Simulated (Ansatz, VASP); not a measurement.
Two plane-wave programs on Sn

The input POSCAR:

```
Sn
1.0
   -0.0560547802      3.2284049986      3.2284049986
    3.2284049986     -0.0560547802      3.2284049986
    3.2284049986      3.2284049986     -0.0560547802
Sn
2
Direct
   -0.0016046083     -0.0016046083     -0.0016046083
    0.2516046083      0.2516046083      0.2516046083
```

INCAR.step1

```
PREC     = Accurate       # precision mode
ENCUT    = 520            # plane-wave cutoff, eV
ISMEAR   = -1             # smearing method
SIGMA    = 0.02           # smearing width, eV
LREAL    = False          # projectors in reciprocal space
LASPH    = True           # aspherical terms in the spheres
NELM     = 60             # most SCF steps
NBANDS   = 21             # bands
GGA      = PE             # functional
ALGO     = Normal         # electronic algorithm
EDIFF    = 1E-4           # SCF threshold, eV
LWAVE    = True           # write WAVECAR
LCHARG   = False          # write CHGCAR
```

The input INCAR.step2:

```
PREC     = Accurate       # precision mode
ENCUT    = 520            # plane-wave cutoff, eV
EDIFF    = 1E-7           # SCF threshold, eV
ISMEAR   = -1             # smearing method
SIGMA    = 0.02           # smearing width, eV
LREAL    = False          # projectors in reciprocal space
LASPH    = True           # aspherical terms in the spheres
NELM     = 60             # most SCF steps
ALGO     = Normal         # electronic algorithm
ISIF     = 2              # what is computed and relaxed
LWAVE    = False          # write WAVECAR
LCHARG   = True           # write CHGCAR
METAGGA  = R2SCAN         # meta-GGA
LMIXTAU  = True         
LELF     = True           # ELF
LVHAR    = True         
NBANDS   = 21             # bands
ISTART   = 1
```

The input KPOINTS:

```
regular mesh
0
Gamma
  6 6 6
```

Input for Ansatz:

```yaml
crystal:
  lattice:
    - [-0.0560547802, 3.2284049986, 3.2284049986]
    - [3.2284049986, -0.0560547802, 3.2284049986]
    - [3.2284049986, 3.2284049986, -0.0560547802]
  atoms:
    - { symbol: Sn, position: [-0.0016046083, -0.0016046083, -0.0016046083] }
    - { symbol: Sn, position: [0.2516046083, 0.2516046083, 0.2516046083] }
kpoints:
  mp_grid: { grid: [6, 6, 6] }
  band_path:
    path:
      - [0.0, 0.0, 0.0]
      - [0.5, 0.0, 0.5]
      - [0.625, 0.25, 0.625]
      - [0.375, 0.375, 0.75]
      - [0.5, 0.5, 0.5]
      - [0.5, 0.25, 0.75]
    npoints: 1
hamiltonian:
  xc: r2scan
scf:
  occupations: { method: fermi_dirac, width: 0.02 }
  n_extra_bands: 4
output:
  forces: true
  stress: true
  eigenvalues: true
```

Change from the starting cell: shear_111 strain -2.6%.

Alike in both runs: task single point; functional r2SCAN; k mesh 6 × 6 × 6; occupations fermi-dirac, width 0.02 eV; no spin polarisation.

```csv
,VASP,Ansatz
version,VASP 6.6.1,Ansatz 0.2.0
potentials or method,"VASP PAW PBE potentials, release 64 (Sn_d)","plane waves, PAW"
plane-wave cutoff (eV),520,500
valence electrons in the cell,28,28
```

|  | VASP | Ansatz | Ansatz less VASP |
| --- | --- | --- | --- |
| pressure (GPa) | 1.2 | 1.2 | +0.03 |
| traceless stress, the component that is largest in VASP (GPa) | 0.44 | 0.44 | 0.000 |

VASP's potentials were made for PBE, not for r2SCAN.
